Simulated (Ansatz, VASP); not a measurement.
# W in VASP and in Ansatz

```
W
1.0
    -1.59178    1.59178    1.59178
     1.59178   -1.59178    1.59178
     1.59178    1.59178   -1.59178
W
1
Direct
  0.00000 0.00000 0.00000
```

Alike in both runs: task single point; functional PBE; k mesh 18 × 18 × 18; occupations gaussian, width 0.1 eV; non-collinear spin, spin-orbit coupling.

|  | VASP | Ansatz |
| --- | --- | --- |
| version | VASP 6.6.1 | Ansatz 0.2.0 |
| potentials or method | VASP PAW PBE potentials, release 64 (W_sv), cutoff 520 eV | plane waves, PAW |
| valence electrons in the cell | 14 | 14 |

|  | VASP | Ansatz | Ansatz less VASP |
| --- | --- | --- | --- |
| pressure (GPa) | 1.5 | 0.3 | -1.20 |
| net moment per atom (μB) | 0.00 | 0.00 | 0.000 |
